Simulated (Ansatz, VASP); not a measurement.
# Two plane-wave programs on Mo3C

```
Mo C
1.0
     3.69815    0.00000    0.00000
     0.00000    3.69815    0.00000
     0.00000    0.00000    3.69815
Mo C
3 1
Direct
  0.00000 0.50000 0.50000
  0.50000 0.00000 0.50000
  0.50000 0.50000 0.00000
  0.00000 0.00000 0.00000
```

Alike in both runs: task single point; functional PBE; k mesh 6 × 6 × 6; occupations gaussian, width 0.1 eV; no spin polarisation.

|  | VASP | Ansatz |
| --- | --- | --- |
| version | VASP 6.6.1 | Ansatz 0.2.0 |
| potentials or method | VASP PAW PBE potentials, release 64 (Mo_sv, C), cutoff 520 eV | scalar-relativistic, plane waves, PAW |
| valence electrons in the cell | 46 | 46 |

```tsv
	VASP	Ansatz	Ansatz less VASP
gap on the k mesh at the Fermi level (eV)	none	none	-
pressure (GPa)	13.0	12.3	-0.72
```

A gap of «none» marks a metal or a gap that the smearing closes.
